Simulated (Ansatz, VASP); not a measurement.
One calculation of ZnS, two programs

File INCAR:

```
SYSTEM = ZnS
  PREC = Accurate
  ENCUT = 520
  EDIFF = 1E-7
  ISMEAR = 0
  SIGMA = 0.05
  LREAL = .FALSE.
  LASPH = .TRUE.
  NELM = 100
  ALGO = Normal
  ISIF = 2
  LWAVE = .FALSE.
  LCHARG = .TRUE.
  GGA = PE
  LELF = .TRUE.
  LVHAR = .TRUE.
  NBANDS = 46
```

The input KPOINTS:

```
Automatic mesh
0
G
  7 7 3
  0 0 0
```

Contents of POSCAR:

```
ZnS
1.0
   -2.7215639849     -2.7215639849      0.0000000000
    2.7215639849     -2.7215639849      0.0000000000
   -1.3607819924      0.0000000000     10.8862559397
Zn S
4 4
Direct
   -0.2343750000      1.2343750000      0.9375000000
    0.4531250000      0.5468750000      0.1875000000
   -0.1093750000      0.1093750000      0.4375000000
    0.3281250000      0.6718750000      0.6875000000
    0.4218750000      0.0781250000      0.3125000000
   -0.1406250000      0.6406250000      0.5625000000
    0.2968750000      0.2031250000      0.8125000000
   -0.0156250000      0.5156250000      0.0625000000
```

Input for Ansatz:

```yaml
crystal:
  lattice:
    - [-2.7215639849, -2.7215639849, 0.0]
    - [2.7215639849, -2.7215639849, 0.0]
    - [-1.3607819924, 0.0, 10.8862559397]
  atoms:
    - { symbol: Zn, position: [-0.234375, 1.234375, 0.9375] }
    - { symbol: Zn, position: [0.453125, 0.546875, 0.1875] }
    - { symbol: Zn, position: [-0.109375, 0.109375, 0.4375] }
    - { symbol: Zn, position: [0.328125, 0.671875, 0.6875] }
    - { symbol: S, position: [0.421875, 0.078125, 0.3125] }
    - { symbol: S, position: [-0.140625, 0.640625, 0.5625] }
    - { symbol: S, position: [0.296875, 0.203125, 0.8125] }
    - { symbol: S, position: [-0.015625, 0.515625, 0.0625] }
basis:
  ecutwfc: 420
kpoints:
  mp_grid: { grid: [7, 7, 3] }
hamiltonian:
  xc: pbe
scf:
  occupations: { method: gaussian, width: 0.05 }
output:
  forces: true
  stress: true
  eigenvalues: true
```

Alike in both runs: task single point; functional PBE; k mesh 7 × 7 × 3; occupations gaussian, width 0.05 eV; no spin polarisation.

```csv
,VASP,Ansatz
version,VASP 6.6.1,Ansatz 0.2.0
potentials or method,"VASP PAW PBE potentials, release 64 (Zn, S), cutoff 520 eV","scalar-relativistic, plane waves, PAW"
valence electrons in the cell,72,72
```

|  | VASP | Ansatz | Ansatz less VASP |
| --- | --- | --- | --- |
| gap on the k mesh at the Fermi level (eV) | 1.42 | 1.42 | -0.004 |
| least direct gap on the mesh (eV) | 1.42 | 1.42 | -0.004 |
| pressure (GPa) | 4.6 | 4.5 | -0.16 |
| traceless stress, the component that is largest in VASP (GPa) | 4.12 | 4.11 | -0.010 |
| rms of the force components (eV/Å) | 1.694 | 1.686 | -0.0087 |

Atom by atom the forces differ by 0.010 eV/Å (rms over components). With one functional, cell and mesh, what is left measures potentials, basis and numerics.
